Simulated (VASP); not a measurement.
Write the native input for VASP 6.6.1 that does the following.

```yaml
Task: single point
Functional: PBE
Potentials_or_basis: VASP PAW PBE potentials, release 64 (Al, Ga_d, Sb)
Cutoff: 520 eV
k_mesh: 3 × 3 × 3
Occupations: gaussian, width 0.1 eV
Spin: no spin polarisation
Dipole_correction: no
Further_INCAR_settings: ALGO = Normal; EDIFF = 1e-07; NBANDS = 31
```

The structure of AlGa2Sb3 lies in POSCAR:

```
AlGa2Sb3
1.0
    3.1538482500      1.8208751400      5.1115566400
   -3.1538482500      1.8208751400      5.1115566400
    0.0000000000     -3.6417502800      5.1115566400
Al Ga Sb
1 2 3
Direct
    0.5000000000      0.5000000000      0.5000000000
    0.2401876900      0.2401876900      0.2401876900
    0.7598123100      0.7598123100      0.7598123100
    0.5000000000      0.5000000000      0.0000000000
    0.0000000000      0.5000000000      0.5000000000
    0.5000000000      0.0000000000      0.5000000000
```

These files were run (other wordings do the same):

INCAR

```
SYSTEM = AlGa2Sb3
PREC = Accurate
ENCUT = 520
EDIFF = 1E-7
ISMEAR = 0
SIGMA = 0.1
LREAL = .False.
LASPH = .True.
NELM = 100
ALGO = Normal
ISIF = 2
LWAVE = .False.
LCHARG = .True.
GGA = PE
LELF = .True.
LVHAR = .True.
NBANDS = 31
```

KPOINTS

```
regular mesh
0
Gamma
  3 3 3
  0 0 0
```

Potentials or basis: VASP PAW PBE potentials, release 64 (Al, Ga_d, Sb).

Command:

```sh
$ cat potpaw_PBE.64/Al/POTCAR potpaw_PBE.64/Ga_d/POTCAR potpaw_PBE.64/Sb/POTCAR > POTCAR
$ mpirun -np 1 vasp_std > vasp.out
```

Results of the run:

```
Pressure               : 19.9 GPa
Largest force          : 7.950 eV/Å
Band gap on the k mesh : zero (band 22 reaches 5.62 eV, above the bottom of band 23 at 4.96 eV)
```

Caveat: the k points lie up to 0.41 Å⁻¹ apart; spin-orbit coupling is left out, which moves the levels of the heavy elements; forces of over 1 eV/Å act on the atoms, so gaps and moduli don't describe the material at rest.

It took 25 s on 1 thread of Intel(R) Xeon(R) 6975P-C (Granite Rapids), on a shared host, peak memory 0.32 GiB.
